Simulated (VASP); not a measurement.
# Pt (P6_3/mmc) in VASP: notebook

The runs below take Pt through single point, relaxation of shape and atoms at fixed volume, with LDA.

Program: VASP 6.6.1. These are calculated values, not measurements. Logs are shortened: lines on timing, memory, paths and dates and some standing lists are left out, and cuts for length are marked.

### Step 1. The cell of the first run

It takes space group P6_3/mmc (No. 194, hexagonal). Conventional cell: a = 2.493 Å, b = 2.493 Å, c = 4.198 Å, α = 90.00°, β = 90.00°, γ = 120.00°. Within 3.3 Å of Pt (site symmetry -6m2) lie 12 Pt at 2.49 to 2.54 Å.

### Step 2. Single point, LDA (volume scaled by 0.76)

INCAR

```
SYSTEM = Pt
PREC = Accurate ; ENCUT = 520
EDIFF = 1E-6 ; ISMEAR = -1
SIGMA = 0.08 ; LREAL = .FALSE.
LASPH = .TRUE. ; NELM = 60
ALGO = Normal ; ISIF = 2
LWAVE = .FALSE. ; LCHARG = .TRUE.
GGA = CA ; LELF = .TRUE.
LVHAR = .TRUE. ; NBANDS = 17
```

KPOINTS

```
regular mesh
0
G
  16 16 9
  0 0 0
```

POSCAR

```
Pt
1.0
    2.4926295782      0.0000000000      0.0000000000
   -1.2463147891      2.1586805369      0.0000000000
    0.0000000000      0.0000000000      4.1976707225
Pt
2
Direct
    0.3333333333      0.6666666667      0.2500000000
    0.6666666667      0.3333333333      0.7500000000
```

Potentials or basis: VASP PAW LDA potentials, release 64 (Pt).

On the command line:

```sh
$ cat potpaw_LDA.64/Pt/POTCAR > POTCAR
$ mpirun -np 1 vasp_std > vasp.out
```

OUTCAR:

```text
SYSTEM = Pt
   PREC = Accurate
   ENCUT = 520
   EDIFF = 1E-6
   ISMEAR = -1
   LREAL = .FALSE.
   LASPH = .TRUE.
   NELM = 60
   ISIF = 2
   GGA = CA

 ion  position               nearest neighbor table
   1  0.333  0.667  0.250-   2 2.54   2 2.54   2 2.54   2 2.54   2 2.54   2 2.54
   2  0.667  0.333  0.750-   1 2.54   1 2.54   1 2.54   1 2.54   1 2.54   1 2.54

  LATTYP: Found a hexagonal cell.
 ALAT       =     2.4926295782
 C/A-ratio  =     1.6840331027

  Lattice vectors:

 A1 = (   2.4926295782,   0.0000000000,   0.0000000000)
 A2 = (  -1.2463147891,   2.1586805369,   0.0000000000)
 A3 = (   0.0000000000,   0.0000000000,   4.1976707225)

Analysis of symmetry for initial positions (statically):
=====================================================================
 Subroutine PRICEL returns:
 Original cell was already a primitive cell.

 Routine SETGRP: Setting up the symmetry group for a
 hexagonal supercell.

 Subroutine GETGRP returns: Found 24 space group operations
 (whereof 12 operations were pure point group operations)
 out of a pool of 24 trial point group operations.

The static configuration has the point symmetry D_3d.
 The point group associated with its full space group is D_6h.

Analysis of symmetry for dynamics (positions and initial velocities):
=====================================================================
 Subroutine PRICEL returns:
 Original cell was already a primitive cell.

 Routine SETGRP: Setting up the symmetry group for a
 hexagonal supercell.

 Subroutine GETGRP returns: Found 24 space group operations
 (whereof 12 operations were pure point group operations)
 out of a pool of 24 trial point group operations.

The dynamic configuration has the point symmetry D_3d.
 The point group associated with its full space group is D_6h.

 Subroutine INISYM returns: Found 24 space group operations
 (whereof 12 operations are pure point group operations),
 and found     1 'primitive' translations

----------------------------------------------------------------------------------------

                                     Primitive cell

  volume of cell :      22.5868

  direct lattice vectors                    reciprocal lattice vectors
     2.492629578  0.000000000  0.000000000     0.401182754  0.231622971  0.000000000
    -1.246314789  2.158680537  0.000000000     0.000000000  0.463245943  0.000000000
     0.000000000  0.000000000  4.197670722     0.000000000  0.000000000  0.238227357

  length of vectors
     2.492629578  2.492629578  4.197670722     0.463245943  0.463245943  0.238227357

  position of ions in fractional coordinates (direct lattice)
     0.333333333  0.666666667  0.250000000
     0.666666667  0.333333333  0.750000000

  ion indices of the primitive-cell ions
   primitive index   ion index
                 1           1
                 2           2

----------------------------------------------------------------------------------------

 KPOINTS: regular mesh

Automatic generation of k-mesh.
 Grid dimensions read from file:
 generate k-points for:   16   16    9

 Generating k-lattice:

  Cartesian coordinates                     Fractional coordinates (reciprocal lattice)
     0.025073922  0.014476436  0.000000000     0.062500000  0.000000000  0.000000000
     0.000000000  0.028952871  0.000000000     0.000000000  0.062500000  0.000000000
     0.000000000  0.000000000  0.026469706     0.000000000  0.000000000  0.111111111

  Length of vectors
     0.028952871  0.028952871  0.026469706

  Shift w.r.t. Gamma in fractional coordinates (k-lattice)
     0.000000000  0.000000000  0.000000000

 Subroutine IBZKPT returns following result:
 ===========================================

 Found    150 irreducible k-points:

 Following reciprocal coordinates:
            Coordinates               Weight
  0.000000  0.000000  0.000000      1.000000
  0.062500 -0.000000  0.000000      6.000000
  0.125000 -0.000000  0.000000      6.000000
  0.187500 -0.000000  0.000000      6.000000
  0.250000 -0.000000  0.000000      6.000000
  0.312500 -0.000000  0.000000      6.000000
[... 16 lines left out ...]
  0.187500  0.187500  0.000000      6.000000
  0.250000  0.187500  0.000000     12.000000
 [... further k-points ...]
   k-points           NKPTS =    150   k-points in BZ     NKDIM =    150   number of bands    NBANDS=     17
   number of dos      NEDOS =    301   number of ions     NIONS =      2
   total plane-waves  NPLWV =  12800
   dimension x,y,z NGX =    20 NGY =   20 NGZ =   32
   dimension x,y,z NGXF=    40 NGYF=   40 NGZF=   64
   ions per type =               2
   NGX,Y,Z   is equivalent  to a cutoff of  13.34, 13.34, 12.67 a.u.
   NGXF,Y,Z  is equivalent  to a cutoff of  26.68, 26.68, 25.35 a.u.
 SYSTEM =  Pt
   PREC   = accura    normal or accurate (medium, high low for compatibility)
   ISTART =      0    job   : 0-new  1-cont  2-samecut
   ICHARG =      2    charge: 1-file 2-atom 10-const
   ISPIN  =      1    spin polarized calculation?
   LNONCOLLINEAR =      F non collinear calculations
   LSORBIT =      F    spin-orbit coupling
   LASPH  =      T    aspherical Exc in radial PAW
   ENCUT  =  520.0 eV  38.22 Ry    6.18 a.u.   4.63  4.63  7.80*2*pi/ulx,y,z
   NELM   =     60;   NELMIN=  2; NELMDL= -5     # of ELM steps
   EDIFF  = 0.1E-05   stopping-criterion for ELM
   LREAL  =      F    real-space projection
   EDIFFG = 0.1E-04   stopping-criterion for IOM
   NSW    =      0    number of steps for IOM
   IBRION =     -1    ionic relax: 0-MD 1-quasi-New 2-CG
   NFREE  =      0    steps in history (QN), initial steepest desc. (CG)
   ISIF   =      2    stress and relaxation
   ISYM   =      2    0-nonsym 1-usesym 2-fastsym
   POTIM  = 0.5000    time-step for ionic-motion
   TEBEG  =    0.0;   TEEND  =   0.0 temperature during run
   PSTRESS=    0.0 pullay stress
   NELECT =      20.0000    total number of electrons
   NUPDOWN=      -1.0000    fix difference up-down
   EMIN   =  10.00;   EMAX   =-10.00  energy-range for DOS
   EFERMI =   0.00;   METHOD = LEGACY
   ISMEAR =    -1;   SIGMA  =   0.08  broadening in eV -4-tet -1-fermi 0-gaus
   EFERMI_NEDOS =   21; number of points for ismear=-14 and -15
   IALGO  =     38    algorithm
   IMIX   =      4    mixing-type and parameters
     AMIX     =   0.40;   BMIX     =  1.00
     AMIX_MAG =   1.60;   BMIX_MAG =  1.00
  volume/ion in A,a.u.               =      11.29        76.21
  Fermi-wavevector in a.u.,A,eV,Ry     =   1.572051  2.970746 33.624687  2.471345
  Thomas-Fermi vector in A             =   2.673543
   LORBIT       =      0    0 simple, 1 ext, 2 COOP (PROOUT), +10 PAW based schemes
   GGA     = CA    functional components
   LHFCALC =     F    Hartree Fock is set to
   AEXX    =    0.0000 exact exchange contribution
   IVDW    =     0    specifies the selected vdW correction
   LEPSILON=     F    determine dielectric tensor
   LRPA    =     F    only Hartree local field effects (RPA)
 non-spin polarized calculation
  energy-cutoff  :      520.00
  volume of cell :       22.59
 maximum number of plane-waves:       624
 NGX is ok and might be reduce to    20
   NGX =  9   NGY =  9   NGZ = 15

 number of electron      20.0000001 magnetization

 Free energy of the ion-electron system (eV)
  ---------------------------------------------------
  ext. energy  EPLUGINS =         0.00000000
  ---------------------------------------------------
  free energy    TOTEN  =       -12.00642866 eV

  energy without entropy =      -11.95754182  energy(sigma->0) =      -11.98198524

 E-fermi :  17.7462     XC(G=0): -15.4120

 val. band max:       17.7322381723   @ k =   0.2500  -0.0000   0.1111
 cond. band min:      17.7480334515   @ k =   0.1250   0.1250   0.4444
 fundamental gap:      0.0157952792
 Fermi energy:        17.7462041090

 k-point     1 :       0.0000    0.0000    0.0000
  band No.  band energies     occupation
      1       3.8617      2.00000
      2       6.6797      2.00000
      3      11.2993      2.00000
      4      11.8467      2.00000
      5      11.8467      2.00000
      6      12.5912      2.00000
[... 9 lines left out ...]
     16      34.6754      0.00000
     17      41.0286      0.00000

 k-point     2 :       0.0625   -0.0000    0.0000
  band No.  band energies     occupation
      1       4.0581      2.00000
      2       6.8622      2.00000
      3      11.1763      2.00000
      4      11.9223      2.00000
      5      12.0173      2.00000
      6      12.4704      2.00000
[... 9 lines left out ...]
     16      35.0460      0.00000
     17      39.3695      0.00000

 k-point     3 :       0.1250   -0.0000    0.0000
  band No.  band energies     occupation
      1       4.6204      2.00000
      2       7.3562      2.00000
      3      10.8306      2.00000
      4      12.0088      2.00000
      5      12.3810      2.00000
      6      12.5205      2.00000
[... 9 lines left out ...]
     16      36.0937      0.00000
     17      37.4734      0.00000

 k-point     4 :       0.1875   -0.0000    0.0000
  band No.  band energies     occupation
      1       5.4590      2.00000
      2       7.9387      2.00000
      3      10.5287      2.00000
      4      11.4800      2.00000
      5      11.6579      2.00000
      6      12.9678      2.00000
[... 9 lines left out ...]
     16      36.6792      0.00000
     17      37.0340      0.00000
[... 343 lines left out ...]
      1       7.7296      2.00000
      2       8.1178      2.00000
      3       8.2529      2.00000
      4      11.6510      2.00000
      5      12.0201      2.00000
      6      12.3963      2.00000
[... 9 lines left out ...]
     16      31.7744      0.00000
     17      32.0728      0.00000

 k-point    23 :       0.1875    0.1875    0.0000
  band No.  band energies     occupation
      1       7.8464      2.00000
      2       9.2817      2.00000
      3       9.4253      2.00000
      4       9.5050      2.00000
      5      11.5363      2.00000
      6      11.7734      2.00000
[... 9 lines left out ...]
     16      33.7954      0.00000
     17      36.7138      0.00000

 k-point    24 :       0.2500    0.1875    0.0000
  band No.  band energies     occupation
      1       8.5369      2.00000
      2       8.8457      2.00000
      3       8.9824      2.00000
      4      10.1085      2.00000
      5      11.3071      2.00000
      6      12.2298      2.00000
[... 9 lines left out ...]
     16      33.3996      0.00000
     17      36.3425      0.00000

 [... further k-points ...]
[... 5 lines left out ...]
  --------------------------------------------------------------------------------------
  -------------------------------------------------------------------------------------
  Total       24.1972441     24.1972441     24.1264251      0.0000000      0.0000000      0.0000000
  in kB     1716.4138052   1716.4138052   1711.3903146      0.0000000      0.0000000      0.0000000
  external PRESSURE =    1714.7393083 kB  Pullay stress =       0.0000000 kB

 VOLUME and BASIS-vectors are now :
 -----------------------------------------------------------------------------
  energy-cutoff  :      520.00
  volume of cell :       22.59
      direct lattice vectors                 reciprocal lattice vectors
     2.492629578  0.000000000  0.000000000     0.401182754  0.231622971  0.000000000
    -1.246314789  2.158680537  0.000000000     0.000000000  0.463245943  0.000000000
     0.000000000  0.000000000  4.197670722     0.000000000  0.000000000  0.238227357

 POSITION                                       TOTAL-FORCE (eV/Angst)
 -----------------------------------------------------------------------------------
     -0.00000      1.43912      1.04942        -0.000000     -0.000000      0.000000
      1.24631      0.71956      3.14825         0.000000      0.000000      0.000000
 -----------------------------------------------------------------------------------
    total drift:                               -0.000000      0.000000     -0.000000

  FREE ENERGIE OF THE ION-ELECTRON SYSTEM (eV)
  ---------------------------------------------------
  free  energy   TOTEN  =       -12.0064286649 eV

  energy  without entropy=      -11.9575418170  energy(sigma->0) =      -11.98198524
```

It took 31 s on 1 thread of Intel Xeon 6975P-C (Granite Rapids), shared host; peak memory 0.16 GiB.

What came out:

```
Free energy            : -12.0064 eV
Pressure               : 171.5 GPa
Band gap on the k mesh : zero (band 10 reaches 18.55 eV, above the bottom of band 11 at 16.41 eV)
```

Levels at points of the mesh, in eV from the Fermi level:
```csv
k point,band 6,band 7,band 8,band 9,band 10,band 11,band 12,band 13,band 14,band 15
"(0.00, 0.00, 0.00)",-5.16,-5.16,-3.52,-3.52,-1.97,-0.47,-0.47,7.82,13.61,15.19
"(0.50, 0.00, 0.00)",-4.88,-4.69,0.25,0.36,0.81,3.13,5.04,9.24,11.05,12.63
```

Caveat: the cell differs from its parent crystal (volume scaled by 0.76); spin-orbit coupling is left out, which moves the levels of the heavy elements.

### Step 3. Relaxation of shape and atoms at fixed volume, LDA

This run uses another cell than the first one, of 8.92 Å³/atom, 0.789 times its volume.

INCAR

```
ALGO = Normal
EDIFF = 1E-6
EDIFFG = -0.005
ENCUT = 600
IBRION = 2
ISIF = 4
ISMEAR = -1
LASPH = True
LCHARG = False
LREAL = False
LWAVE = False
NELM = 60
NSW = 50
PREC = Accurate
SIGMA = 0.08
```

KPOINTS

```
k-points
0
Gamma
  16 16 9
```

POSCAR

```
Pt
1.0
    2.2892029094      0.0000000000      0.0000000000
   -1.1446014547      1.9825078740      0.0000000000
    0.0000000000      0.0000000000      3.9290986797
Pt
2
Direct
    0.3333333333      0.6666666667      0.2500000000
    0.6666666667      0.3333333333      0.7500000000
```

Potentials or basis: VASP PAW LDA potentials, release 64 (Pt).

On the command line:

```sh
$ cat potpaw_LDA.64/Pt/POTCAR > POTCAR
$ mpirun -np 1 vasp_std > vasp.out
```

Wall time 63 s (1 thread of Intel Xeon 6975P-C (Granite Rapids), shared host); peak memory 0.16 GiB.

Results (log left out):

```
Free energy               : -2.0307 eV
Energy gained by relaxing : 21.6 meV/atom
Ionic steps               : 16
Pressure after relaxing   : 572.3 GPa
Band gap on the k mesh    : zero (band 10 reaches 26.05 eV, above the bottom of band 11 at 22.83 eV)
```

Stress tensor (GPa, compression positive):
```
572.23   0.00   0.00
  0.00 572.23   0.00
  0.00   0.00 572.33
```

Step by step:
```tsv
step	energy change (eV)	largest force (eV/Å)	pressure (GPa)	volume (Å³)
1	0.0000	0.0000	573.50	17.83
2	0.5534	0.0000	582.77	17.83
3	-0.0433	0.0000	572.26	17.83
4	-0.0433	0.0000	572.27	17.83
5	-0.0433	0.0000	572.27	17.83
6	-0.0433	0.0000	572.26	17.83
7	-0.0433	0.0000	572.26	17.83
8	-0.0433	0.0000	572.26	17.83
9	-0.0433	0.0000	572.26	17.83
10	-0.0433	0.0000	572.26	17.83
11	-0.0433	0.0000	572.26	17.83
12	-0.0433	0.0000	572.26	17.83
13	-0.0433	0.0000	572.26	17.83
14	-0.0433	0.0000	572.26	17.83
15	-0.0433	0.0000	572.26	17.83
16	-0.0433	0.0000	572.26	17.83
```

Final structure:
```
Pt
1.0
     2.30817    0.00000    0.00000
    -1.15408    1.99893    0.00000
     0.00000    0.00000    3.86480
Pt
2
Direct
  0.33333 0.66667 0.25000
  0.66667 0.33333 0.75000
```

Levels at points of the mesh, in eV from the Fermi level:
| k point | band 6 | band 7 | band 8 | band 9 | band 10 | band 11 | band 12 | band 13 | band 14 |
| --- | --- | --- | --- | --- | --- | --- | --- | --- | --- |
| (0.00, 0.00, 0.00) | -7.40 | -7.40 | -5.26 | -5.26 | -2.65 | -0.84 | -0.84 | 10.19 | 11.47 |
| (0.50, 0.00, 0.00) | -6.80 | -6.25 | 0.50 | 0.54 | 1.26 | 4.31 | 6.46 | 11.09 | 11.17 |

Caveat: spin-orbit coupling is left out, which moves the levels of the heavy elements.

[end of part 1 of 2]
